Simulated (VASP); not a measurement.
Runs of VASP 6.6.1 on BiTe. The structure is that of space group R-3m (No. 166), or close to it. The cells are those of the table. 

```tsv
cell	gap on the mesh (eV)	pressure (GPa)
a = 4.359 Å, angles 65.6°, 2 atoms	none	1.7
a = 4.467 Å, angles 65.7°, 2 atoms	none	-1.8
a = 4.424 Å, angles 64.5°, 2 atoms	none	0.6
a = 4.322 Å, angles 70.1°, 2 atoms	none	(a)
a = 4.403 Å, angles 66.8°, 2 atoms	none	-1.0
a = 4.261 Å, angles 71.3°, 2 atoms	none	(b)
a = 4.276 Å, angles 69.0°, 2 atoms	none	0.9
a = 4.308 Å, angles 72.4°, 2 atoms	none	-3.0
```

Alike in all rows: task single point; level PBE; potentials or basis VASP PAW PBE potentials, release 64 (Bi_d, Te); no spin polarisation; k mesh 12 × 12 × 12; cutoff (eV) 520; smearing gaussian 0.15 eV.

Task: Fill in the values left out.

Result: (a) -1.7; (b) -0.8.

Caveats: spin-orbit coupling is left out, which moves the levels of the heavy elements; an odd number of electrons without spin polarisation forces a metal; a magnetic or distorted state may lie lower.

A k mesh can miss the band edges, and the runs leave out spin-orbit coupling on Bi, Te.

A gap of «none» marks levels without a gap at the run's occupations.
